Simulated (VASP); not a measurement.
**TiSe3: single point with PBE**

TiSe3:

```xyz
4
Lattice="3.6833 0.0000 0.0000 0.0000 3.6833 0.0000 0.0000 0.0000 7.3894" Properties=species:S:1:pos:R:3 pbc="T T T"
Ti    1.8417    1.8417    3.6947
Se    0.0000    0.0000    0.0000
Se    0.0000    0.0000    3.6947
Se    1.8417    1.8417    0.0000
```

The cell was generated, and may not be a known phase.

```json
{
  "Program": "VASP 6.6.1",
  "Task": "single point",
  "Functional": "PBE",
  "Potentials or basis": "VASP PAW PBE potentials, release 64 (Ti_sv, Se)",
  "Cutoff": "520 eV",
  "k mesh": "6 × 6 × 4",
  "Occupations": "gaussian, width 0.1 eV",
  "Spin": "collinear spin",
  "Starting moments": "[1.0, 0.0, 0.0, 0.0] μB",
  "Dipole correction": "no",
  "Further INCAR settings": "ALGO = Normal; EDIFF = 1e-07; NBANDS = 27"
}
```

```
Pressure                                              : 1.0 GPa
Net moment                                            : 1.37 μB per cell
Site moments                                          : Ti +1.18; Se +0.01, -0.08, -0.02 μB
Valence electrons inside the program's atomic spheres : Ti 10.11; Se 3.75, 3.90, 3.73
```

Stress tensor (GPa, compression positive):
```
 2.61  0.00  0.00
 0.00  2.61  0.00
 0.00  0.00 -2.30
```

Levels at points of the mesh, in eV from the Fermi level:
Spin up:
| k point | band 14 | band 15 | band 16 | band 17 | band 18 | band 19 |
| --- | --- | --- | --- | --- | --- | --- |
| (0.00, 0.00, 0.00) | -1.56 | -0.26 | -0.26 | -0.16 | -0.16 | 0.93 |
| (0.50, 0.00, 0.00) | -1.38 | -1.08 | -1.01 | -0.03 | 0.14 | 0.67 |
| (0.50, 0.50, 0.00) | -0.93 | -0.93 | -0.40 | 0.32 | 0.83 | 1.21 |
| (0.00, 0.00, 0.50) | -1.56 | -0.26 | -0.14 | -0.14 | 0.24 | 1.05 |
| (0.50, 0.00, 0.50) | -1.80 | -1.08 | -1.02 | -0.01 | 0.55 | 0.96 |
| (0.50, 0.50, 0.50) | -1.48 | -0.86 | -0.86 | 0.62 | 0.83 | 1.23 |
Spin down:
```
           k point  band 11  band 12  band 13  band 14  band 15  band 16  band 17  band 18
(0.00, 0.00, 0.00)    -2.30    -2.10    -2.10    -0.98     0.44     0.44     0.96     1.44
(0.50, 0.00, 0.00)    -2.74    -1.95    -1.78    -1.19    -1.09    -1.01     0.92     1.45
(0.50, 0.50, 0.00)    -4.43    -2.74    -1.98    -0.44     0.41     0.41     1.07     1.65
(0.00, 0.00, 0.50)    -3.38    -2.12    -2.12    -0.98     0.44     0.68     1.36     1.47
(0.50, 0.00, 0.50)    -2.70    -2.21    -1.95    -1.79    -1.09    -1.02     1.30     1.65
(0.50, 0.50, 0.50)    -4.46    -2.13    -2.01    -1.47     0.55     0.55     1.28     1.65
```

It took 3.6 min on 1 thread of Intel(R) Xeon(R) Platinum 8488C (Sapphire Rapids), with other jobs on the host, peak memory 0.3 GiB.
